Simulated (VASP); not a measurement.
Runs of VASP 6.6.1 on Nb. The structure is that of space group Fd-3m (No. 227), or close to it. The cells are those of the table. This isn't the form of Nb at room conditions, which is bcc.

```tsv
task	cell	gap on the mesh (eV)	pressure (GPa)
relaxation of cell and atoms	relaxed from a = 4.080 Å, angles 60.0°, 2 atoms	none	0.0
single point	a = 4.161 Å, angles 60.0°, 2 atoms	none	0.1
single point	a = 3.634 Å, angles 60.0°, 2 atoms	none	60.4
single point	a = 3.725 Å, angles 60.0°, 2 atoms	none	(a)
relaxation of cell and atoms	relaxed to 60 GPa from a = 4.080 Å, angles 60.0°, 2 atoms	none	59.8
single point	a = 3.880 Å, angles 60.0°, 2 atoms	none	20.5
relaxation of cell and atoms	relaxed to 40 GPa from a = 4.080 Å, angles 60.0°, 2 atoms	none	39.9
relaxation of cell and atoms	relaxed to 20 GPa from a = 4.080 Å, angles 60.0°, 2 atoms	none	20.2
```

Alike in all rows: level r2SCAN; potentials or basis VASP PAW PBE potentials, release 64 (Nb_sv); no spin polarisation; k mesh 5 × 5 × 5; cutoff (eV) 550; smearing methfessel-paxton 0.05 eV.

Task: Estimate the missing entries.

Result: (a) 40.2.

Caveats: all runs use coarse meshes; the PAW data sets were made with another functional, which shifts forces and pressure a little; the cell is relaxed towards a set pressure, so the run minimises the enthalpy, not the energy (at least some runs).

A k mesh can miss the band edges, and the runs leave out spin-orbit coupling on Nb.

A gap of «none» marks levels without a gap at the run's occupations.
